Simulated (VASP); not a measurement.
# Te (Fd-3m) in VASP: further runs

Te is run at these levels: LDA; tasks: single point, relaxation of cell and atoms.

Everything below comes from runs of VASP 6.6.1. Logs are shortened: lines on timing, memory, paths and dates and some standing lists are left out, and cuts for length are marked.

## Step 1: The cell of the first run

The structure is cubic, space group Fd-3m (No. 227). Conventional cell: a = 4.762 Å, b = 4.762 Å, c = 4.762 Å, α = 90.00°, β = 90.00°, γ = 90.00°. Within 2.7 Å of Te (site symmetry -43m) lie 4 Te at 2.06 Å.

## Step 2: Single point, LDA

Contents of INCAR:

```
PREC = Accurate
ENCUT = 520
EDIFF = 1E-6
ISMEAR = -1
SIGMA = 0.05
LREAL = F
LASPH = T
NELM = 60
ALGO = Normal
ISIF = 2
LWAVE = F
LCHARG = F
NBANDS = 13
```

Contents of KPOINTS:

```
Automatic mesh
0
Gamma
  14 14 14
```

Contents of POSCAR:

```
Te
1.0
    0.0000000000      2.3808979587      2.3808979587
    2.3808979587      0.0000000000      2.3808979587
    2.3808979587      2.3808979587      0.0000000000
Te
2
Direct
   -0.1250000000     -0.1250000000     -0.1250000000
    0.1250000000      0.1250000000      0.1250000000
```

Potentials or basis: VASP PAW LDA potentials, release 64 (Te).

Command:

```console
$ cat potpaw_LDA.64/Te/POTCAR > POTCAR
$ mpirun -np 1 vasp_std > vasp.out
```

OUTCAR:

```text
PREC = Accurate
   ENCUT = 520
   EDIFF = 1E-6
   ISMEAR = -1
   LREAL = F
   LASPH = T
   NELM = 60
   ISIF = 2

 ion  position               nearest neighbor table
   1  0.875  0.875  0.875-   2 2.06   2 2.06   2 2.06   2 2.06
   2  0.125  0.125  0.125-   1 2.06   1 2.06   1 2.06   1 2.06

  LATTYP: Found a face centered cubic cell.
 ALAT       =     4.7617959174

  Lattice vectors:

 A1 = (   0.0000000000,   2.3808979587,   2.3808979587)
 A2 = (   2.3808979587,   0.0000000000,   2.3808979587)
 A3 = (   2.3808979587,   2.3808979587,   0.0000000000)

Analysis of symmetry for initial positions (statically):
=====================================================================
 Subroutine PRICEL returns:
 Original cell was already a primitive cell.

 Routine SETGRP: Setting up the symmetry group for a
 face centered cubic supercell.

 Subroutine GETGRP returns: Found 48 space group operations
 (whereof 12 operations were pure point group operations)
 out of a pool of 48 trial point group operations.

The static configuration has the point symmetry D_3d.
 The point group associated with its full space group is O_h .

Analysis of symmetry for dynamics (positions and initial velocities):
=====================================================================
 Subroutine PRICEL returns:
 Original cell was already a primitive cell.

 Routine SETGRP: Setting up the symmetry group for a
 face centered cubic supercell.

 Subroutine GETGRP returns: Found 48 space group operations
 (whereof 12 operations were pure point group operations)
 out of a pool of 48 trial point group operations.

The dynamic configuration has the point symmetry D_3d.
 The point group associated with its full space group is O_h .

 Subroutine INISYM returns: Found 48 space group operations
 (whereof 12 operations are pure point group operations),
 and found     1 'primitive' translations

----------------------------------------------------------------------------------------

                                     Primitive cell

  volume of cell :      26.9931

  direct lattice vectors                    reciprocal lattice vectors
     0.000000000  2.380897959  2.380897959    -0.210004800  0.210004800  0.210004800
     2.380897959  0.000000000  2.380897959     0.210004800 -0.210004800  0.210004800
     2.380897959  2.380897959  0.000000000     0.210004800  0.210004800 -0.210004800

  length of vectors
     3.367098184  3.367098184  3.367098184     0.363738984  0.363738984  0.363738984

  position of ions in fractional coordinates (direct lattice)
     0.875000000  0.875000000  0.875000000
     0.125000000  0.125000000  0.125000000

  ion indices of the primitive-cell ions
   primitive index   ion index
                 1           1
                 2           2

----------------------------------------------------------------------------------------

 KPOINTS: Automatic mesh

Automatic generation of k-mesh.
 Grid dimensions read from file:
 generate k-points for:   14   14   14

 Generating k-lattice:

  Cartesian coordinates                     Fractional coordinates (reciprocal lattice)
    -0.015000343  0.015000343  0.015000343     0.071428571  0.000000000  0.000000000
     0.015000343 -0.015000343  0.015000343     0.000000000  0.071428571  0.000000000
     0.015000343  0.015000343 -0.015000343     0.000000000  0.000000000  0.071428571

  Length of vectors
     0.025981356  0.025981356  0.025981356

  Shift w.r.t. Gamma in fractional coordinates (k-lattice)
     0.000000000  0.000000000  0.000000000

 Subroutine IBZKPT returns following result:
 ===========================================

 Found    104 irreducible k-points:

 Following reciprocal coordinates:
            Coordinates               Weight
  0.000000  0.000000  0.000000      1.000000
  0.071429  0.000000  0.000000      8.000000
  0.142857  0.000000  0.000000      8.000000
  0.214286  0.000000  0.000000      8.000000
  0.285714  0.000000  0.000000      8.000000
  0.357143  0.000000  0.000000      8.000000
[... 16 lines left out ...]
  0.214286  0.142857  0.000000     24.000000
  0.285714  0.142857  0.000000     24.000000
 [... further k-points ...]
   k-points           NKPTS =    104   k-points in BZ     NKDIM =    104   number of bands    NBANDS=     13
   number of dos      NEDOS =    301   number of ions     NIONS =      2
   total plane-waves  NPLWV =  21952
   dimension x,y,z NGX =    28 NGY =   28 NGZ =   28
   dimension x,y,z NGXF=    56 NGYF=   56 NGZF=   56
   ions per type =               2
   NGX,Y,Z   is equivalent  to a cutoff of  13.82, 13.82, 13.82 a.u.
   NGXF,Y,Z  is equivalent  to a cutoff of  27.65, 27.65, 27.65 a.u.
 SYSTEM =  unknown system
   PREC   = accura    normal or accurate (medium, high low for compatibility)
   ISTART =      0    job   : 0-new  1-cont  2-samecut
   ICHARG =      2    charge: 1-file 2-atom 10-const
   ISPIN  =      1    spin polarized calculation?
   LNONCOLLINEAR =      F non collinear calculations
   LSORBIT =      F    spin-orbit coupling
   LASPH  =      T    aspherical Exc in radial PAW
   ENCUT  =  520.0 eV  38.22 Ry    6.18 a.u.   6.26  6.26  6.26*2*pi/ulx,y,z
   NELM   =     60;   NELMIN=  2; NELMDL= -5     # of ELM steps
   EDIFF  = 0.1E-05   stopping-criterion for ELM
   LREAL  =      F    real-space projection
   EDIFFG = 0.1E-04   stopping-criterion for IOM
   NSW    =      0    number of steps for IOM
   IBRION =     -1    ionic relax: 0-MD 1-quasi-New 2-CG
   NFREE  =      0    steps in history (QN), initial steepest desc. (CG)
   ISIF   =      2    stress and relaxation
   ISYM   =      2    0-nonsym 1-usesym 2-fastsym
   POTIM  = 0.5000    time-step for ionic-motion
   TEBEG  =    0.0;   TEEND  =   0.0 temperature during run
   PSTRESS=    0.0 pullay stress
   NELECT =      12.0000    total number of electrons
   NUPDOWN=      -1.0000    fix difference up-down
   EMIN   =  10.00;   EMAX   =-10.00  energy-range for DOS
   EFERMI =   0.00;   METHOD = LEGACY
   ISMEAR =    -1;   SIGMA  =   0.05  broadening in eV -4-tet -1-fermi 0-gaus
   EFERMI_NEDOS =   21; number of points for ismear=-14 and -15
   IALGO  =     38    algorithm
   IMIX   =      4    mixing-type and parameters
     AMIX     =   0.40;   BMIX     =  1.00
     AMIX_MAG =   1.60;   BMIX_MAG =  1.00
  volume/ion in A,a.u.               =      13.50        91.08
  Fermi-wavevector in a.u.,A,eV,Ry     =   1.249447  2.361112 21.240293  1.561118
  Thomas-Fermi vector in A             =   2.383487
   LORBIT       =      0    0 simple, 1 ext, 2 COOP (PROOUT), +10 PAW based schemes
   GGA     = CA    functional components
   LHFCALC =     F    Hartree Fock is set to
   AEXX    =    0.0000 exact exchange contribution
   IVDW    =     0    specifies the selected vdW correction
   LEPSILON=     F    determine dielectric tensor
   LRPA    =     F    only Hartree local field effects (RPA)
 non-spin polarized calculation
  energy-cutoff  :      520.00
  volume of cell :       26.99
 maximum number of plane-waves:       748
 NGX is ok and might be reduce to    28
   NGX = 13   NGY = 13   NGZ = 13

 number of electron      11.9999999 magnetization

 Free energy of the ion-electron system (eV)
  ---------------------------------------------------
  ext. energy  EPLUGINS =         0.00000000
  ---------------------------------------------------
  free energy    TOTEN  =        23.00547386 eV

  energy without entropy =       23.01120445  energy(sigma->0) =       23.00833916

 E-fermi :  23.3096     XC(G=0): -13.4670

 val. band max:       23.3029161668   @ k =   0.3571   0.1429   0.0000
 cond. band min:      23.3740701952   @ k =   0.0000   0.0000   0.0000
 fundamental gap:      0.0711540284
 Fermi energy:        23.3095546341

 k-point     1 :       0.0000    0.0000    0.0000
  band No.  band energies     occupation
      1      -2.4864      2.00000
      2      17.7024      2.00000
      3      17.7024      2.00000
      4      17.7024      2.00000
      5      20.3669      2.00000
      6      20.3669      2.00000
      7      20.3669      2.00000
      8      23.3741      0.43160
      9      24.7852      0.00000
     10      28.2274      0.00000
     11      28.2274      0.00000
     12      28.2274      0.00000
     13      29.2256      0.00000

 k-point     2 :       0.0714    0.0000    0.0000
  band No.  band energies     occupation
      1      -2.3782      2.00000
      2      16.3695      2.00000
      3      17.3663      2.00000
      4      17.3663      2.00000
      5      20.7333      2.00000
      6      20.7333      2.00000
      7      20.8168      2.00000
      8      23.8862      0.00002
      9      25.2963      0.00000
     10      27.6023      0.00000
     11      27.6023      0.00000
     12      28.1362      0.00000
     13      30.0830      0.00000

 k-point     3 :       0.1429    0.0000    0.0000
  band No.  band energies     occupation
      1      -2.0551      2.00000
      2      14.0973      2.00000
      3      16.6937      2.00000
      4      16.6937      2.00000
      5      20.9119      2.00000
      6      21.4477      2.00000
      7      21.4477      2.00000
      8      24.9552      0.00000
      9      26.2314      0.00000
     10      26.9688      0.00000
     11      26.9688      0.00000
     12      28.6045      0.00000
     13      31.4580      0.00000
[... 305 lines left out ...]
 k-point    23 :       0.2143    0.1429    0.0000
  band No.  band energies     occupation
      1      -1.5160      2.00000
      2      13.1874      2.00000
      3      14.6585      2.00000
      4      15.0570      2.00000
      5      19.3992      2.00000
      6      22.8294      1.99986
      7      23.7412      0.00036
      8      24.0228      0.00000
      9      27.9417      0.00000
     10      28.1973      0.00000
     11      28.6968      0.00000
     12      29.7413      0.00000
     13      30.6966      0.00000

 k-point    24 :       0.2857    0.1429    0.0000
  band No.  band energies     occupation
      1      -0.9170      2.00000
      2      11.0560      2.00000
      3      14.1405      2.00000
      4      14.4590      2.00000
      5      19.8953      2.00000
      6      22.7754      1.99995
      7      23.6680      0.00154
      8      24.4120      0.00000
      9      27.9305      0.00000
     10      28.7289      0.00000
     11      29.4441      0.00000
     12      31.7684      0.00000
     13      32.2720      0.00000

 [... further k-points ...]
[... 5 lines left out ...]
  --------------------------------------------------------------------------------------
  -------------------------------------------------------------------------------------
  Total       76.4804870     76.4804870     76.4804870     -0.0000000      0.0000000      0.0000000
  in kB     4539.5090201   4539.5090201   4539.5090201     -0.0000000      0.0000000      0.0000000
  external PRESSURE =    4539.5090201 kB  Pullay stress =       0.0000000 kB

 VOLUME and BASIS-vectors are now :
 -----------------------------------------------------------------------------
  energy-cutoff  :      520.00
  volume of cell :       26.99
      direct lattice vectors                 reciprocal lattice vectors
     0.000000000  2.380897959  2.380897959    -0.210004800  0.210004800  0.210004800
     2.380897959  0.000000000  2.380897959     0.210004800 -0.210004800  0.210004800
     2.380897959  2.380897959  0.000000000     0.210004800  0.210004800 -0.210004800

 POSITION                                       TOTAL-FORCE (eV/Angst)
 -----------------------------------------------------------------------------------
      4.16657      4.16657      4.16657        -0.000000     -0.000000     -0.000000
      0.59522      0.59522      0.59522         0.000000      0.000000      0.000000
 -----------------------------------------------------------------------------------
    total drift:                               -0.000000     -0.000000     -0.000000

  FREE ENERGIE OF THE ION-ELECTRON SYSTEM (eV)
  ---------------------------------------------------
  free  energy   TOTEN  =        23.0054738649 eV

  energy  without entropy=       23.0112044521  energy(sigma->0) =       23.00833916
```

It took 37 s on 1 thread of Intel Xeon 6975P-C (Granite Rapids), shared host; peak memory 0.16 GiB.

What came out:

- Free energy: 23.0055 eV
- Pressure: 454.0 GPa
- Band gap on the k mesh: zero (band 6 reaches 25.56 eV, above the bottom of band 7 at 20.37 eV)

Levels at points of the mesh, in eV from the Fermi level:
```
           k point  band 4  band 5  band 6  band 7  band 8  band 9
(0.00, 0.00, 0.00)   -5.61   -2.94   -2.94   -2.94    0.06    1.48
(0.50, 0.00, 0.00)   -8.68   -2.85   -1.19   -1.19    0.82    6.66
(0.50, 0.50, 0.00)  -11.93   -5.03   -5.03    8.43    8.43    8.79
```

Caveat: spin-orbit coupling is left out, which moves the levels of the heavy elements.

(Continued in part 2 of 2.)
